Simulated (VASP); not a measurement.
# Rb (Fm-3m) in VASP: a series of runs

Rb is run at these levels: PBE+D3(BJ); tasks: single point.

Everything below comes from runs of VASP 6.6.1. Logs are shortened: lines on timing, memory, paths and dates and some standing lists are left out, and cuts for length are marked.

## 1. The cell of the first run

Symmetry: Fm-3m, No. 225, cubic system. The conventional cell has a = 6.721 Å, b = 6.721 Å, c = 6.721 Å, α = 90.00°, β = 90.00°, γ = 90.00°.

## 2. Single point, PBE+D3(BJ) (volume scaled by 0.88)

INCAR

```
SYSTEM = Rb
PREC = Accurate
ENCUT = 520
EDIFF = 1E-7
ISMEAR = 0
SIGMA = 0.1
LREAL = .False.
LASPH = .True.
NELM = 100
ALGO = Normal
ISIF = 2
LWAVE = .False.
LCHARG = .False.
GGA = PE
IVDW = 12
NBANDS = 10
```

KPOINTS

```
regular mesh
0
Gamma
  10 10 10
  0 0 0
```

POSCAR

```
Rb
1.0
    0.0000000000      3.3602541039      3.3602541039
    3.3602541039      0.0000000000      3.3602541039
    3.3602541039      3.3602541039      0.0000000000
Rb
1
Direct
    0.0000000000      0.0000000000      0.0000000000
```

Potentials or basis: VASP PAW PBE potentials, release 64 (Rb_sv).

On the command line:

```console
cat potpaw_PBE.64/Rb_sv/POTCAR > POTCAR
mpirun -np 1 vasp_std > vasp.out
```

OUTCAR:

```text
SYSTEM = Rb
   PREC = Accurate
   ENCUT = 520
   EDIFF = 1E-7
   ISMEAR = 0
   LREAL = .False.
   LASPH = .True.
   NELM = 100
   ISIF = 2
   GGA = PE
   IVDW = 12
 IVDW          = 12

 ion  position               nearest neighbor table
   1  0.000  0.000  0.000-

  LATTYP: Found a face centered cubic cell.
 ALAT       =     6.7205082078

  Lattice vectors:

 A1 = (   0.0000000000,   3.3602541039,   3.3602541039)
 A2 = (   3.3602541039,   0.0000000000,   3.3602541039)
 A3 = (   3.3602541039,   3.3602541039,   0.0000000000)

Analysis of symmetry for initial positions (statically):
=====================================================================
 Subroutine PRICEL returns:
 Original cell was already a primitive cell.

 Routine SETGRP: Setting up the symmetry group for a
 face centered cubic supercell.

 Subroutine GETGRP returns: Found 48 space group operations
[... 9 lines left out ...]

 Routine SETGRP: Setting up the symmetry group for a
 face centered cubic supercell.

 Subroutine GETGRP returns: Found 48 space group operations
[... 11 lines left out ...]
                                     Primitive cell

  volume of cell :      75.8833

  direct lattice vectors                    reciprocal lattice vectors
     0.000000000  3.360254104  3.360254104    -0.148798271  0.148798271  0.148798271
     3.360254104  0.000000000  3.360254104     0.148798271 -0.148798271  0.148798271
     3.360254104  3.360254104  0.000000000     0.148798271  0.148798271 -0.148798271

  length of vectors
     4.752116927  4.752116927  4.752116927     0.257726165  0.257726165  0.257726165

  position of ions in fractional coordinates (direct lattice)
     0.000000000  0.000000000  0.000000000

  ion indices of the primitive-cell ions
   primitive index   ion index
                 1           1

----------------------------------------------------------------------------------------

 KPOINTS: regular mesh

Automatic generation of k-mesh.
 Grid dimensions read from file:
 generate k-points for:   10   10   10

 Generating k-lattice:

  Cartesian coordinates                     Fractional coordinates (reciprocal lattice)
    -0.014879827  0.014879827  0.014879827     0.100000000  0.000000000  0.000000000
     0.014879827 -0.014879827  0.014879827     0.000000000  0.100000000  0.000000000
     0.014879827  0.014879827 -0.014879827     0.000000000  0.000000000  0.100000000

  Length of vectors
     0.025772617  0.025772617  0.025772617

  Shift w.r.t. Gamma in fractional coordinates (k-lattice)
     0.000000000  0.000000000  0.000000000

 Subroutine IBZKPT returns following result:
 ===========================================

 Found     47 irreducible k-points:

 Following reciprocal coordinates:
            Coordinates               Weight
  0.000000  0.000000  0.000000      1.000000
  0.100000  0.000000  0.000000      8.000000
  0.200000  0.000000  0.000000      8.000000
  0.300000  0.000000  0.000000      8.000000
  0.400000  0.000000  0.000000      8.000000
  0.500000  0.000000  0.000000      4.000000
[... 16 lines left out ...]
  0.300000  0.300000  0.000000      6.000000
  0.400000  0.300000  0.000000     24.000000
 [... further k-points ...]
   k-points           NKPTS =     47   k-points in BZ     NKDIM =     47   number of bands    NBANDS=     10
   number of dos      NEDOS =    301   number of ions     NIONS =      1
   total plane-waves  NPLWV =  46656
   dimension x,y,z NGX =    36 NGY =   36 NGZ =   36
   dimension x,y,z NGXF=    72 NGYF=   72 NGZF=   72
   ions per type =               1
   NGX,Y,Z   is equivalent  to a cutoff of  12.59, 12.59, 12.59 a.u.
   NGXF,Y,Z  is equivalent  to a cutoff of  25.19, 25.19, 25.19 a.u.
 SYSTEM =  Rb
   PREC   = accura    normal or accurate (medium, high low for compatibility)
   ISTART =      0    job   : 0-new  1-cont  2-samecut
   ICHARG =      2    charge: 1-file 2-atom 10-const
   ISPIN  =      1    spin polarized calculation?
   LNONCOLLINEAR =      F non collinear calculations
   LSORBIT =      F    spin-orbit coupling
   LASPH  =      T    aspherical Exc in radial PAW
   ENCUT  =  520.0 eV  38.22 Ry    6.18 a.u.   8.84  8.84  8.84*2*pi/ulx,y,z
   NELM   =    100;   NELMIN=  2; NELMDL= -5     # of ELM steps
   EDIFF  = 0.1E-06   stopping-criterion for ELM
   LREAL  =      F    real-space projection
   EDIFFG = 0.1E-05   stopping-criterion for IOM
   NSW    =      0    number of steps for IOM
   IBRION =     -1    ionic relax: 0-MD 1-quasi-New 2-CG
   NFREE  =      0    steps in history (QN), initial steepest desc. (CG)
   ISIF   =      2    stress and relaxation
   ISYM   =      2    0-nonsym 1-usesym 2-fastsym
   POTIM  = 0.5000    time-step for ionic-motion
   TEBEG  =    0.0;   TEEND  =   0.0 temperature during run
   PSTRESS=    0.0 pullay stress
   NELECT =       9.0000    total number of electrons
   NUPDOWN=      -1.0000    fix difference up-down
   EMIN   =  10.00;   EMAX   =-10.00  energy-range for DOS
   EFERMI =   0.00;   METHOD = LEGACY
   ISMEAR =     0;   SIGMA  =   0.10  broadening in eV -4-tet -1-fermi 0-gaus
   EFERMI_NEDOS =   21; number of points for ismear=-14 and -15
   IALGO  =     38    algorithm
   IMIX   =      4    mixing-type and parameters
     AMIX     =   0.40;   BMIX     =  1.00
     AMIX_MAG =   1.60;   BMIX_MAG =  1.00
  volume/ion in A,a.u.               =      75.88       512.09
  Fermi-wavevector in a.u.,A,eV,Ry     =   0.804341  1.519984  8.802486  0.646964
  Thomas-Fermi vector in A             =   1.912379
   LORBIT       =      0    0 simple, 1 ext, 2 COOP (PROOUT), +10 PAW based schemes
   GGA     = PE    functional components
   LHFCALC =     F    Hartree Fock is set to
   AEXX    =    0.0000 exact exchange contribution
   IVDW    =    12    specifies the selected vdW correction
   LEPSILON=     F    determine dielectric tensor
   LRPA    =     F    only Hartree local field effects (RPA)
 non-spin polarized calculation
 Gauss-broadening in eV      SIGMA  =   0.10
  energy-cutoff  :      520.00
  volume of cell :       75.88
 maximum number of plane-waves:      2085
   NGX = 17   NGY = 17   NGZ = 17

 number of electron       9.0000000 magnetization

 Free energy of the ion-electron system (eV)
  ---------------------------------------------------
  ext. energy  EPLUGINS =         0.00000000
  ---------------------------------------------------
  free energy    TOTEN  =        -0.90799041 eV

  energy without entropy =       -0.90287904  energy(sigma->0) =       -0.90543473

 E-fermi :   0.4367     XC(G=0):  -5.9239

 val. band max:        0.3766369585   @ k =  -0.4000   0.1000   0.0000
 cond. band min:       0.4375936812   @ k =   0.5000   0.3000   0.1000
 fundamental gap:      0.0609567227
 Fermi energy:         0.4366665986

 k-point     1 :       0.0000    0.0000    0.0000
  band No.  band energies     occupation
      1     -28.3620      2.00000
      2     -12.3799      2.00000
      3     -12.3799      2.00000
      4     -12.3799      2.00000
      5      -1.7601      2.00000
      6       4.2045      0.00000
      7       4.2045      0.00000
      8       4.2045      0.00000
      9       5.7301      0.00000
     10       5.7301      0.00000

 k-point     2 :       0.1000    0.0000    0.0000
  band No.  band energies     occupation
      1     -28.3612      2.00000
      2     -12.3973      2.00000
      3     -12.3822      2.00000
      4     -12.3822      2.00000
      5      -1.6277      2.00000
      6       3.8754      0.00000
      7       4.2628      0.00000
      8       4.2628      0.00000
      9       5.5831      0.00000
     10       5.5831      0.00000

 k-point     3 :       0.2000    0.0000    0.0000
  band No.  band energies     occupation
      1     -28.3589      2.00000
      2     -12.4422      2.00000
      3     -12.3880      2.00000
      4     -12.3880      2.00000
      5      -1.2466      2.00000
      6       3.2128      0.00000
      7       4.3266      0.00000
      8       4.3266      0.00000
      9       5.4549      0.00000
     10       5.4549      0.00000

 k-point     4 :       0.3000    0.0000    0.0000
  band No.  band energies     occupation
      1     -28.3561      2.00000
      2     -12.4966      2.00000
      3     -12.3952      2.00000
      4     -12.3952      2.00000
      5      -0.6638      2.00000
      6       2.4911      0.00000
      7       4.2039      0.00000
      8       4.2039      0.00000
      9       5.7557      0.00000
     10       5.7557      0.00000

 k-point     5 :       0.4000    0.0000    0.0000
  band No.  band energies     occupation
      1     -28.3538      2.00000
      2     -12.5396      2.00000
      3     -12.4009      2.00000
      4     -12.4009      2.00000
      5       0.0370      2.00000
      6       1.7684      0.00000
      7       4.0345      0.00000
      8       4.0345      0.00000
      9       6.3707      0.00000
     10       6.3990      0.00000

 k-point     6 :       0.5000    0.0000    0.0000
  band No.  band energies     occupation
      1     -28.3529      2.00000
      2     -12.5559      2.00000
      3     -12.4031      2.00000
      4     -12.4031      2.00000
      5       0.5572      0.08831
      6       1.2553      0.00000
      7       3.9668      0.00000
      8       3.9668      0.00000
      9       6.6369      0.00000
     10       6.7868      0.00000

 k-point     7 :       0.1000    0.1000    0.0000
  band No.  band energies     occupation
      1     -28.3609      2.00000
      2     -12.3969      2.00000
      3     -12.3859      2.00000
      4     -12.3859      2.00000
      5      -1.5839      2.00000
      6       3.8409      0.00000
      7       4.2615      0.00000
      8       4.2615      0.00000
      9       5.2153      0.00000
     10       5.8128      0.00000

 k-point     8 :       0.2000    0.1000    0.0000
  band No.  band energies     occupation
      1     -28.3591      2.00000
      2     -12.4303      2.00000
      3     -12.3930      2.00000
      4     -12.3904      2.00000
      5      -1.2863      2.00000
      6       3.3662      0.00000
      7       4.2780      0.00000
      8       4.3301      0.00000
      9       4.9006      0.00000
     10       5.8339      0.00000

 k-point     9 :       0.3000    0.1000    0.0000
  band No.  band energies     occupation
      1     -28.3564      2.00000
      2     -12.4797      2.00000
      3     -12.4007      2.00000
      4     -12.3977      2.00000
      5      -0.7699      2.00000
      6       2.7290      0.00000
      7       3.9936      0.00000
      8       4.2974      0.00000
      9       5.1847      0.00000
     10       6.0317      0.00000
[... 118 lines left out ...]
 k-point    19 :       0.5000    0.2000    0.0000
  band No.  band energies     occupation
      1     -28.3519      2.00000
      2     -12.5319      2.00000
      3     -12.4378      2.00000
      4     -12.4169      2.00000
      5       0.6610      0.00151
      6       1.6732      0.00000
      7       3.0757      0.00000
      8       4.3438      0.00000
      9       5.4485      0.00000
     10       6.8654      0.00000

 k-point    20 :      -0.4000    0.2000    0.0000
  band No.  band energies     occupation
      1     -28.3517      2.00000
      2     -12.5323      2.00000
      3     -12.4469      2.00000
      4     -12.4119      2.00000
      5       0.9008      0.00000
      6       1.4777      0.00000
      7       2.9823      0.00000
      8       4.3012      0.00000
      9       5.7029      0.00000
     10       6.2816      0.00000

 k-point    21 :      -0.3000    0.2000    0.0000
  band No.  band energies     occupation
      1     -28.3529      2.00000
      2     -12.5141      2.00000
      3     -12.4449      2.00000
      4     -12.4033      2.00000
      5       0.1937      1.99941
      6       2.1813      0.00000
      7       2.9734      0.00000
      8       4.3828      0.00000
      9       5.5595      0.00000
     10       6.4113      0.00000

 k-point    22 :      -0.2000    0.2000    0.0000
  band No.  band energies     occupation
      1     -28.3551      2.00000
      2     -12.4879      2.00000
      3     -12.4283      2.00000
      4     -12.3943      2.00000
      5      -0.4631      2.00000
      6       2.6888      0.00000
      7       3.3107      0.00000
      8       4.5721      0.00000
      9       5.0083      0.00000
     10       6.4441      0.00000

 k-point    23 :       0.3000    0.3000    0.0000
  band No.  band energies     occupation
      1     -28.3541      2.00000
      2     -12.4909      2.00000
      3     -12.4211      2.00000
      4     -12.4211      2.00000
      5      -0.3292      2.00000
      6       2.6628      0.00000
      7       3.2090      0.00000
      8       4.7921      0.00000
      9       4.7921      0.00000
     10       6.3786      0.00000

 k-point    24 :       0.4000    0.3000    0.0000
  band No.  band energies     occupation
      1     -28.3523      2.00000
      2     -12.5138      2.00000
      3     -12.4337      2.00000
      4     -12.4281      2.00000
      5       0.1649      1.99988
      6       2.4112      0.00000
      7       2.8040      0.00000
      8       4.8835      0.00000
      9       5.0439      0.00000
     10       6.6806      0.00000

 [... further k-points ...]

------------------------ aborting loop because EDIFF is reached ----------------------------------------

 Edisp (eV)   -0.12076

 E8    (eV) :    -0.0687

  FORCE on cell =-STRESS in cart. coord.  units (eV):
  Direction    XX          YY          ZZ          XY          YZ          ZX
  --------------------------------------------------------------------------------------
  -------------------------------------------------------------------------------------
  Total       0.23242     0.23242     0.23242     0.00000    -0.00000    -0.00000
  in kB       4.90734     4.90734     4.90734     0.00000    -0.00000    -0.00000
  external pressure =        4.91 kB  Pullay stress =        0.00 kB

 VOLUME and BASIS-vectors are now :
 -----------------------------------------------------------------------------
  energy-cutoff  :      520.00
  volume of cell :       75.88
      direct lattice vectors                 reciprocal lattice vectors
     0.000000000  3.360254104  3.360254104    -0.148798271  0.148798271  0.148798271
     3.360254104  0.000000000  3.360254104     0.148798271 -0.148798271  0.148798271
     3.360254104  3.360254104  0.000000000     0.148798271  0.148798271 -0.148798271

 POSITION                                       TOTAL-FORCE (eV/Angst)
 -----------------------------------------------------------------------------------
      0.00000      0.00000      0.00000         0.000000      0.000000     -0.000000
 -----------------------------------------------------------------------------------
    total drift:                               -0.000000      0.000000      0.000000

  FREE ENERGIE OF THE ION-ELECTRON SYSTEM (eV)
  ---------------------------------------------------
  free  energy   TOTEN  =        -1.0287491062 eV

  energy  without entropy=       -1.0236377374  energy(sigma->0) =       -1.02619342
```

Run time: 49 s. Hardware: 1 thread of Intel Xeon 8259CL, shared host; peak memory 0.22 GiB.

What came out:

```
Free energy                : -1.0287 eV
Pressure                   : 0.5 GPa
Dispersion energy per atom : -0.121 eV
```

Caveat: pairwise dispersion overbinds metals, which lowers pressure and volume.

(Continued in part 2 of 3.)
